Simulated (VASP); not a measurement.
# MgS (Fm-3m) in VASP: a series of runs

Aim: see how the results for MgS move with the level of theory and the settings. Levels: r2SCAN, PBE. Tasks: band structure, vibrations by perturbation theory.

Everything below comes from runs of VASP 6.6.1. Logs are shortened: lines on timing, memory, paths and dates and some standing lists are left out, and cuts for length are marked.

### Step 1. The cell of the first run

The structure is cubic, space group Fm-3m (No. 225). Conventional cell: a = 5.203 Å, b = 5.203 Å, c = 5.203 Å, α = 90.00°, β = 90.00°, γ = 90.00°. Within 3.4 Å of S (site symmetry m-3m) lie 6 Mg at 2.60 Å. Within 3.4 Å of Mg (site symmetry m-3m) lie 6 S at 2.60 Å.

### Step 2. Band structure, r2SCAN

INCAR

```
SYSTEM = MgS
ALGO = Normal
EDIFF = 1E-6
EFERMI = MIDGAP
ENCUT = 300
GGA_COMPAT = .False.
ISMEAR = 0
LASPH = .True.
LCHARG = .False.
LMIXTAU = .True.
LREAL = .False.
LWAVE = .False.
METAGGA = R2SCAN
NBANDS = 16
NELM = 120
PREC = Accurate
SIGMA = 0.03
```

KPOINTS

```
Automatic mesh
0
Gamma
  6 6 6
  0 0 0
```

KPOINTS_OPT

```
path GXWKGLUWLK,UX
12
line-mode
reciprocal
 0.0000000000  0.0000000000  0.0000000000  G
 0.5000000000  0.0000000000  0.5000000000  X

 0.5000000000  0.0000000000  0.5000000000  X
 0.5000000000  0.2500000000  0.7500000000  W

 0.5000000000  0.2500000000  0.7500000000  W
 0.3750000000  0.3750000000  0.7500000000  K

 0.3750000000  0.3750000000  0.7500000000  K
 0.0000000000  0.0000000000  0.0000000000  G

 0.0000000000  0.0000000000  0.0000000000  G
 0.5000000000  0.5000000000  0.5000000000  L

 0.5000000000  0.5000000000  0.5000000000  L
 0.6250000000  0.2500000000  0.6250000000  U

 0.6250000000  0.2500000000  0.6250000000  U
 0.5000000000  0.2500000000  0.7500000000  W

 0.5000000000  0.2500000000  0.7500000000  W
 0.5000000000  0.5000000000  0.5000000000  L

 0.5000000000  0.5000000000  0.5000000000  L
 0.3750000000  0.3750000000  0.7500000000  K

 0.6250000000  0.2500000000  0.6250000000  U
 0.5000000000  0.0000000000  0.5000000000  X
```

POSCAR

```
MgS
1.0
    0.0000000000      2.6016500000      2.6016500000
    2.6016500000      0.0000000000      2.6016500000
    2.6016500000      2.6016500000      0.0000000000
S Mg
1 1
Direct
    0.5000000000      0.5000000000      0.5000000000
    0.0000000000      0.0000000000      0.0000000000
```

Potentials or basis: VASP PAW PBE potentials, release 64 (S, Mg).

On the command line:

```bash
$ cat potpaw_PBE.64/S/POTCAR potpaw_PBE.64/Mg/POTCAR > POTCAR
$ mpirun -np 1 vasp_std > vasp.out
```

OUTCAR:

```text
SYSTEM = MgS
   EDIFF = 1E-6
   EFERMI = MIDGAP
   ENCUT = 300
   ISMEAR = 0
   LASPH = .True.
   LREAL = .False.
   METAGGA = R2SCAN
   NELM = 120
   PREC = Accurate

 Found     16 irreducible k-points:

 Following reciprocal coordinates:
            Coordinates               Weight
  0.000000  0.000000  0.000000      1.000000
  0.166667  0.000000  0.000000      8.000000
  0.333333  0.000000  0.000000      8.000000
  0.500000  0.000000  0.000000      4.000000
  0.166667  0.166667  0.000000      6.000000
  0.333333  0.166667  0.000000     24.000000
   k-points           NKPTS =     16   k-points in BZ     NKDIM =     16   number of bands    NBANDS=     16
   number of dos      NEDOS =    301   number of ions     NIONS =      2
   total plane-waves  NPLWV =  13824
   dimension x,y,z NGX =    24 NGY =   24 NGZ =   24
   dimension x,y,z NGXF=    48 NGYF=   48 NGZF=   48
   ions per type =               1   1
   NGX,Y,Z   is equivalent  to a cutoff of  10.84, 10.84, 10.84 a.u.
   NGXF,Y,Z  is equivalent  to a cutoff of  21.69, 21.69, 21.69 a.u.
 SYSTEM =  MgS
   PREC   = accura    normal or accurate (medium, high low for compatibility)
   ISTART =      0    job   : 0-new  1-cont  2-samecut
   ICHARG =      2    charge: 1-file 2-atom 10-const
   ISPIN  =      1    spin polarized calculation?
   LNONCOLLINEAR =      F non collinear calculations
   LSORBIT =      F    spin-orbit coupling
   LASPH  =      T    aspherical Exc in radial PAW
   ENCUT  =  300.0 eV  22.05 Ry    4.70 a.u.   5.20  5.20  5.20*2*pi/ulx,y,z
   NELM   =    120;   NELMIN=  2; NELMDL= -5     # of ELM steps
   EDIFF  = 0.1E-05   stopping-criterion for ELM
   LREAL  =      F    real-space projection
   EDIFFG = 0.1E-04   stopping-criterion for IOM
   NSW    =      0    number of steps for IOM
   IBRION =     -1    ionic relax: 0-MD 1-quasi-New 2-CG
   NFREE  =      0    steps in history (QN), initial steepest desc. (CG)
   ISIF   =      2    stress and relaxation
   ISYM   =      2    0-nonsym 1-usesym 2-fastsym
   POTIM  = 0.5000    time-step for ionic-motion
   TEBEG  =    0.0;   TEEND  =   0.0 temperature during run

   SCALEE = 1.0000    scale energy and forces
   PSTRESS=    0.0 pullay stress
   NELECT =       8.0000    total number of electrons
   NUPDOWN=      -1.0000    fix difference up-down
   EMIN   =  10.00;   EMAX   =-10.00  energy-range for DOS
   EFERMI =   0.00;   METHOD = MIDGAP
   ISMEAR =     0;   SIGMA  =   0.03  broadening in eV -4-tet -1-fermi 0-gaus
   EFERMI_NEDOS =   21; number of points for ismear=-14 and -15
   IALGO  =     38    algorithm
   IMIX   =      4    mixing-type and parameters
     AMIX     =   0.40;   BMIX     =  1.00
     AMIX_MAG =   1.60;   BMIX_MAG =  1.00
  volume/ion in A,a.u.               =      17.61       118.83
  Fermi-wavevector in a.u.,A,eV,Ry     =   0.998878  1.887606 13.575323  0.997758
  Thomas-Fermi vector in A             =   2.131131
   LORBIT       =      0    0 simple, 1 ext, 2 COOP (PROOUT), +10 PAW based schemes
   METAGGA = R2SCAN    functional components
   LHFCALC =     F    Hartree Fock is set to
   AEXX    =    0.0000 exact exchange contribution
   IVDW    =     0    specifies the selected vdW correction
   LEPSILON=     F    determine dielectric tensor
   LRPA    =     F    only Hartree local field effects (RPA)

   CSHIFT  =0.1000    complex shift for real part using Kramers Kronig

   OMEGAMAX=  -1.0    maximum frequency
 non-spin polarized calculation
 Gauss-broadening in eV      SIGMA  =   0.03
  energy-cutoff  :      300.00
  volume of cell :       35.22
 maximum number of plane-waves:       432
 NGX is ok and might be reduce to    24
   NGX = 11   NGY = 11   NGZ = 11

 number of electron       8.0000001 magnetization

 Free energy of the ion-electron system (eV)
  ---------------------------------------------------
  ext. energy  EPLUGINS =         0.00000000
  ---------------------------------------------------
  free energy    TOTEN  =       -15.50520831 eV

  energy without entropy =      -15.50520831  energy(sigma->0) =      -15.50520831

 E-fermi :   5.2140     XC(G=0): -10.0878

 val. band max:        3.4956748131   @ k =   0.0000   0.0000   0.0000
 cond. band min:       6.9323789231   @ k =   0.5000   0.5000   0.0000
 fundamental gap:      3.4367041100
 Fermi energy:         5.2140268681

 k-point     1 :       0.0000    0.0000    0.0000
  band No.  band energies     occupation
      1      -9.6875      2.00000
      2       3.4957      2.00000
      3       3.4957      2.00000
      4       3.4957      2.00000
      5       8.1106      0.00000
      6      12.0373      0.00000
[... 8 lines left out ...]
     15      26.1316      0.00000
     16      31.7756      0.00000

 k-point     2 :       0.1667    0.0000    0.0000
  band No.  band energies     occupation
      1      -9.4168      2.00000
      2       1.8999      2.00000
      3       3.3193      2.00000
      4       3.3193      2.00000
      5       9.1357      0.00000
      6      11.8350      0.00000
[... 8 lines left out ...]
     15      27.1540      0.00000
     16      29.0075      0.00000

 k-point     3 :       0.3333    0.0000    0.0000
  band No.  band energies     occupation
      1      -8.7668      2.00000
      2      -0.3644      2.00000
      3       3.0119      2.00000
      4       3.0119      2.00000
      5       8.9784      0.00000
      6      11.4460      0.00000
[... 8 lines left out ...]
     15      24.3983      0.00000
     16      24.3983      0.00000

 k-point     4 :       0.5000    0.0000    0.0000
  band No.  band energies     occupation
      1      -8.3553      2.00000
      2      -1.3811      2.00000
      3       2.8758      2.00000
      4       2.8758      2.00000
      5       8.7161      0.00000
      6      11.0071      0.00000
[... 8 lines left out ...]
     15      27.9773      0.00000
     16      27.9773      0.00000

 k-point     5 :       0.1667    0.1667    0.0000
  band No.  band energies     occupation
      1      -9.3288      2.00000
      2       2.0054      2.00000
      3       2.9542      2.00000
      4       2.9542      2.00000
      5       9.6557      0.00000
      6      10.5978      0.00000
[... 8 lines left out ...]
     15      27.8397      0.00000
     16      28.0271      0.00000

 k-point     6 :       0.3333    0.1667    0.0000
  band No.  band energies     occupation
      1      -8.8043      2.00000
      2       0.3293      2.00000
      3       2.4810      2.00000
      4       2.5890      2.00000
      5       9.4797      0.00000
      6      10.6999      0.00000
[... 8 lines left out ...]
     15      24.0123      0.00000
     16      24.5320      0.00000

 [... further k-points ...]

------------------------ aborting loop because EDIFF is reached ----------------------------------------

  FORCE on cell =-STRESS in cart. coord.  units (eV):
  Direction    XX          YY          ZZ          XY          YZ          ZX
  --------------------------------------------------------------------------------------
  -------------------------------------------------------------------------------------
  Total       -0.1343515     -0.1343515     -0.1343515      0.0000000      0.0000000      0.0000000
  in kB       -6.1119032     -6.1119032     -6.1119032      0.0000000      0.0000000      0.0000000
  external PRESSURE =      -6.1119032 kB  Pullay stress =       0.0000000 kB

 VOLUME and BASIS-vectors are now :
 -----------------------------------------------------------------------------
  energy-cutoff  :      300.00
  volume of cell :       35.22
      direct lattice vectors                 reciprocal lattice vectors
     0.000000000  2.601650000  2.601650000    -0.192185728  0.192185728  0.192185728
     2.601650000  0.000000000  2.601650000     0.192185728 -0.192185728  0.192185728
     2.601650000  2.601650000  0.000000000     0.192185728  0.192185728 -0.192185728

 POSITION                                       TOTAL-FORCE (eV/Angst)
 -----------------------------------------------------------------------------------
      2.60165      2.60165      2.60165        -0.000000      0.000000     -0.000000
      0.00000      0.00000      0.00000         0.000000     -0.000000      0.000000
 -----------------------------------------------------------------------------------
    total drift:                               -0.000000     -0.000000      0.000000

  FREE ENERGIE OF THE ION-ELECTRON SYSTEM (eV)
  ---------------------------------------------------
  free  energy   TOTEN  =       -15.5052083090 eV

  energy  without entropy=      -15.5052083090  energy(sigma->0) =      -15.50520831
```

Run time: 2.9 min. Hardware: 1 thread of AMD EPYC 7R43 (Zen 3), shared host; peak memory 0.1 GiB.

Results:

* Free energy: -15.5052 eV
* Pressure: -0.6 GPa
* Band gap on the k mesh: 3.44 eV (least direct gap 4.61 eV)
* Band gap along the path: 3.44 eV (least direct gap 4.61 eV)

Levels at the corners of the path, in eV from the valence-band top:
| point | band 1 | band 2 | band 3 | band 4 | band 5 | band 6 | band 7 | band 8 |
| --- | --- | --- | --- | --- | --- | --- | --- | --- |
| Γ | -13.18 | 0.00 | 0.00 | 0.00 | 4.61 | 8.54 | 8.54 | 8.54 |
| X | -11.47 | -4.27 | -1.73 | -1.73 | 3.44 | 4.93 | 13.14 | 13.51 |
| X | -11.47 | -4.27 | -1.73 | -1.73 | 3.44 | 4.93 | 13.14 | 13.51 |
| W | -11.42 | -3.28 | -3.28 | -2.35 | 5.91 | 8.64 | 8.64 | 8.81 |
| W | -11.42 | -3.28 | -3.28 | -2.35 | 5.91 | 8.64 | 8.64 | 8.81 |
| K | -11.47 | -3.76 | -3.20 | -1.40 | 4.55 | 7.34 | 10.44 | 10.95 |
| K | -11.47 | -3.76 | -3.20 | -1.40 | 4.55 | 7.34 | 10.44 | 10.95 |
| Γ | -13.18 | 0.00 | 0.00 | 0.00 | 4.61 | 8.54 | 8.54 | 8.54 |
| Γ | -13.18 | 0.00 | 0.00 | 0.00 | 4.61 | 8.54 | 8.54 | 8.54 |
| L | -11.85 | -4.88 | -0.62 | -0.62 | 5.22 | 7.51 | 7.51 | 11.23 |
| L | -11.85 | -4.88 | -0.62 | -0.62 | 5.22 | 7.51 | 7.51 | 11.23 |
| U | -11.47 | -3.76 | -3.20 | -1.40 | 4.55 | 7.34 | 10.44 | 10.95 |
| U | -11.47 | -3.76 | -3.20 | -1.40 | 4.55 | 7.34 | 10.44 | 10.95 |
| W | -11.42 | -3.28 | -3.28 | -2.35 | 5.91 | 8.64 | 8.64 | 8.81 |
| W | -11.42 | -3.28 | -3.28 | -2.35 | 5.91 | 8.64 | 8.64 | 8.81 |
| L | -11.85 | -4.88 | -0.62 | -0.62 | 5.22 | 7.51 | 7.51 | 11.23 |
| L | -11.85 | -4.88 | -0.62 | -0.62 | 5.22 | 7.51 | 7.51 | 11.23 |
| K | -11.47 | -3.76 | -3.20 | -1.40 | 4.55 | 7.34 | 10.44 | 10.95 |
| U | -11.47 | -3.76 | -3.20 | -1.40 | 4.55 | 7.34 | 10.44 | 10.95 |
| X | -11.47 | -4.27 | -1.73 | -1.73 | 3.44 | 4.93 | 13.14 | 13.51 |

Caveat: the cutoff is under 1.25 times the usual one of these potentials, so pressure, stress and relaxed cells hold a basis-set (Pulay) error; the PAW data sets were made with another functional, which shifts forces and pressure a little. r2SCAN opens gaps a little over a GGA but as a rule still falls short of measured ones.

(Continued in part 2 of 2.)
